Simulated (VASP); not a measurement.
The system is CdSe.

```
Cd Se
1.0
     0.00000    3.07027    3.07027
     3.07027    0.00000    3.07027
     3.07027    3.07027    0.00000
Cd Se
1 1
Direct
  0.00000 0.00000 0.00000
  0.25000 0.25000 0.25000
```

| Quantity | Value |
| --- | --- |
| Program | VASP 6.6.1 |
| Task | relaxation of cell and atoms |
| Functional | PBEsol |
| Potentials or basis | VASP PAW PBE potentials, release 64 (Cd, Se) |
| Cutoff | 600 eV |
| k mesh | 8 × 8 × 8 |
| Occupations | fermi-dirac, width 0.05 eV |
| Spin | no spin polarisation |

At the start: pressure -1.1 GPa; volume 28.94 Å³/atom.

**Question.** Where does the relaxation end?

**Answer.** Over 3 steps the energy falls by 2.5 meV/atom and the volume is 28.27 Å³/atom (-2.3 %); space group F-43m (No. 216, to 0.05 Å).

Step by step:
```tsv
step	energy change (eV)	largest force (eV/Å)	pressure (GPa)	volume (Å³)
1	0.0000	0.0000	-1.15	57.88
2	-0.0045	0.0000	0.33	56.16
3	-0.0049	0.0000	0.02	56.53
```

Final structure:
```
Cd Se
1.0
     0.00000    3.04621    3.04621
     3.04621    0.00000    3.04621
     3.04621    3.04621    0.00000
Cd Se
1 1
Direct
  0.00000 0.00000 0.00000
  0.25000 0.25000 0.25000
```

Caveat: the PAW data sets were made with another functional, which shifts forces and pressure a little.
